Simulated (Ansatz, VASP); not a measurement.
## Two plane-wave programs on MgCd2S3

```xyz
6
Lattice="-2.0693 2.0693 8.7418 2.0693 -2.0693 8.7418 2.0693 2.0693 -8.7418" Properties=species:S:1:pos:R:3 pbc="T T T"
Mg    0.0000    0.0000    0.0000
Cd    0.0000    0.0000    5.8772
Cd    0.0000    0.0000   11.6064
S     2.0693    0.0000    4.3709
S     0.0000    2.0693    1.3544
S     0.0000    2.0693    7.3874
```

Alike in both runs: functional PBE; k mesh 6 × 6 × 6; occupations gaussian, width 0.1 eV; no spin polarisation.

Ansatz relaxed the structure, and its values are those at the end. VASP's run is a single point on that final structure, the one shown.

|  | VASP | Ansatz |
| --- | --- | --- |
| version | VASP 6.6.1 | Ansatz 0.2.0 |
| potentials or method | VASP PAW PBE potentials, release 64 (Mg, Cd, S), cutoff 520 eV | scalar-relativistic, plane waves, PAW |
| valence electrons in the cell | 44 | 68 |

VASP gave:

| Quantity | Value |
| --- | --- |
| gap on the k mesh at the Fermi level (eV) | 1.66 |
| least direct gap on the mesh (eV) | 1.66 |
| pressure (GPa) | 0.3 |
| rms of the force components (eV/Å) | 0.015 |

Problem. What did Ansatz give for the same quantities?

Solution. gap on the k mesh at the Fermi level (eV): 1.66; least direct gap on the mesh (eV): 1.66; pressure (GPa): 0.1; rms of the force components (eV/Å): 0.001.

VASP's potentials hold 44 valence electrons a cell and Ansatz's 68, so a difference there can come from the potentials and not from the codes.
